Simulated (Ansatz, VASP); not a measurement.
CoO: VASP beside Ansatz

```xyz
2
Lattice="-1.5080 1.5080 2.1072 1.5080 -1.5080 2.1072 1.5080 1.5080 -2.1072" Properties=species:S:1:pos:R:3 pbc="T T T"
Co    0.0000    0.0000    0.0000
O     0.0000    0.0000    2.1072
```

Alike in both runs: task single point; functional PBE; k mesh 12 × 12 × 12; occupations fermi-dirac, width 0.05 eV; collinear spin, ferromagnetic start.

|  | VASP | Ansatz |
| --- | --- | --- |
| version | VASP 6.6.1 | Ansatz 0.2.0 |
| potentials or method | VASP PAW PBE potentials, release 64 (Co, O) | Ansatz PAW |
| plane-wave cutoff (eV) | 520 | 420 |
| valence electrons in the cell | 15 | 23 |

Ansatz gave:

- gap on the k mesh at the Fermi level (eV): none
- pressure (GPa): 0.0
- traceless stress, the component that is largest in VASP (GPa): 0.10
- net moment per atom (μB): 1.46
- size of the moment on the site where the two differ most (μB): 2.48

Task: Estimate VASP's values.

Result: gap on the k mesh at the Fermi level (eV): none; pressure (GPa): -0.5; traceless stress, the component that is largest in VASP (GPa): 0.09; net moment per atom (μB): 1.44; size of the moment on the site where the two differ most (μB): 2.54.

Site moments also hang on the region over which each program counts them. A gap of «none» marks a metal or a gap that the smearing closes. The functional is the same, so the differences come from potentials, cutoffs and numerics. VASP's potentials hold 15 valence electrons a cell and Ansatz's 23, so a difference there can come from the potentials and not from the codes.
